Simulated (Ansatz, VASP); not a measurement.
# BaTe: VASP beside Ansatz

```
Ba Te
1.0
     4.27045    0.00000    0.00000
     0.00000    4.27045    0.00000
     0.00000    0.00000    4.27045
Ba Te
1 1
Direct
  0.00000 0.00000 0.00000
  0.50000 0.50000 0.50000
```

Change from the starting cell: volume scaled by 1.02, PAW files.

Alike in both runs: task electric field gradients; functional PBE; k mesh 9 × 9 × 9; occupations fermi-dirac, width 0.05 eV; no spin polarisation.

|  | VASP | Ansatz |
| --- | --- | --- |
| version | VASP 6.6.1 | Ansatz 0.2.0 |
| potentials or method | VASP PAW PBE potentials, release 64 (Ba_sv, Te) | PAW with Ansatz's default frozen-core files, scalar-relativistic |
| plane-wave cutoff (eV) | 520 | 420 |
| valence electrons in the cell | 16 | 26 |

```csv
,VASP,Ansatz,Ansatz less VASP
pressure (GPa),-0.1,-0.6,-0.43
```

VASP's potentials hold 16 valence electrons a cell and Ansatz's 26, so a difference there can come from the potentials and not from the codes.

Spin-orbit coupling is off throughout.
